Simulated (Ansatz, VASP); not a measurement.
## CoSn: VASP beside Ansatz

INCAR

```
SYSTEM = CoSn
ALGO = Fast ; EDIFF = 1E-7
ENCUT = 520 ; GGA = PS
ISIF = 2 ; ISMEAR = 0
LASPH = .TRUE. ; LCHARG = .FALSE.
LREAL = .FALSE. ; LWAVE = .FALSE.
NBANDS = 44 ; NELM = 60
PREC = Accurate ; SIGMA = 0.15
```

KPOINTS

```
k-points
0
G
  12 12 12
  0 0 0
```

Contents of POSCAR:

```
CoSn
1.0
    5.2197158240      0.0000000000      0.0000000000
   -2.6098579120      4.5204065041      0.0000000000
    0.0000000000      0.0000000000      4.5019496363
Co Sn
3 3
Direct
    0.0000000000      0.5000000000      0.0000000000
    0.5000000000      0.5000000000      0.0000000000
    0.5000000000      0.0000000000      0.0000000000
    0.6666666667      0.3333333333      0.5000000000
    0.3333333333      0.6666666667      0.5000000000
    0.0000000000      0.0000000000      0.0000000000
```

Input for Ansatz:

```yaml
crystal:
  lattice:
    - [5.219715824, 0.0, 0.0]
    - [-2.609857912, 4.5204065041, 0.0]
    - [0.0, 0.0, 4.5019496363]
  atoms:
    - { symbol: Co, position: [0.0, 0.5, 0.0] }
    - { symbol: Co, position: [0.5, 0.5, 0.0] }
    - { symbol: Co, position: [0.5, 0.0, 0.0] }
    - { symbol: Sn, position: [0.6666666667, 0.3333333333, 0.5] }
    - { symbol: Sn, position: [0.3333333333, 0.6666666667, 0.5] }
    - { symbol: Sn, position: [0.0, 0.0, 0.0] }
basis:
  ecutwfc: 420
kpoints:
  mp_grid: { grid: [12, 12, 12] }
hamiltonian:
  xc: pbesol
scf:
  occupations: { method: gaussian, width: 0.15 }
output:
  forces: true
  stress: true
  eigenvalues: true
```

Change from the starting cell: strain +0.000 along x and y, +0.080 along z, atoms carried along.

Alike in both runs: task single point; functional PBEsol; k mesh 12 × 12 × 12; occupations gaussian, width 0.15 eV; no spin polarisation.

|  | VASP | Ansatz |
| --- | --- | --- |
| version | VASP 6.6.1 | Ansatz 0.2.0 |
| potentials or method | VASP PAW PBE potentials, release 64 (Co, Sn_d), cutoff 520 eV | scalar-relativistic, plane waves, PAW |
| valence electrons in the cell | 69 | 93 |

|  | VASP | Ansatz | Ansatz less VASP |
| --- | --- | --- | --- |
| gap on the k mesh at the Fermi level (eV) | none | none | - |
| pressure (GPa) | -8.5 | -8.5 | +0.04 |
| traceless stress, the component that is largest in VASP (GPa) | -7.95 | -7.93 | +0.019 |

VASP's potentials were made for PBE, not for PBEsol. A gap of «none» marks a metal or a gap that the smearing closes. With one functional, cell and mesh, what is left measures potentials, basis and numerics. VASP's potentials hold 69 valence electrons a cell and Ansatz's 93, so a difference there can come from the potentials and not from the codes.
